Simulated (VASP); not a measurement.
Here is a VASP 6.6.1 calculation.

INCAR

```
ALGO = Normal ; EDIFF = 1E-6
EDIFFG = -0.01 ; ENCUT = 600
GGA = PE ; IBRION = 2
ISIF = 4 ; ISMEAR = 0
ISPIN = 2 ; LASPH = T
LCHARG = F ; LDAU = T
LDAUJ = 0 0 ; LDAUL = 2 -1
LDAUPRINT = 1 ; LDAUTYPE = 2
LDAUU = 3.32 0 ; LMAXMIX = 4
LORBIT = 11 ; LREAL = F
LWAVE = F ; MAGMOM = 2.88 0.24
NELM = 150 ; NSW = 50
PREC = Accurate ; SIGMA = 0.02
```

File KPOINTS:

```
k-points
0
Gamma
  12 12 12
```

File POSCAR:

```
CoO
1.0
    1.5863542282      0.9158820407      2.5533500070
   -1.5863542282      0.9158820407      2.5533500070
    0.0000000000     -1.8317640814      2.5533500070
Co O
1 1
Direct
    0.0000000000      0.0000000000      0.0000000000
    0.5000000000      0.5000000000      0.5000000000
```

Potentials or basis: VASP PAW PBE potentials, release 64 (Co, O).

Command:

```bash
$ cat potpaw_PBE.64/Co/POTCAR potpaw_PBE.64/O/POTCAR > POTCAR
$ mpirun -np 1 vasp_std > vasp.out
```

**Question.** What does it give for the site moments?

**Answer.** Co +2.73; O +0.24 μB.

**Question.** Estimate the net moment.

**Answer.** 3.00 μB per cell.

Final structure:
```
CELL_PARAMETERS angstrom
1.58635 0.91588 2.55335
-1.58635 0.91588 2.55335
0.00000 -1.83176 2.55335
ATOMIC_POSITIONS crystal
Co 0.00000 0.00000 0.00000
O 0.50000 0.50000 0.50000
```

Caveat: a cell with one magnetic atom can't hold antiferromagnetic order, which such compounds often take. The state reached can hang on the start; a lower one may exist.
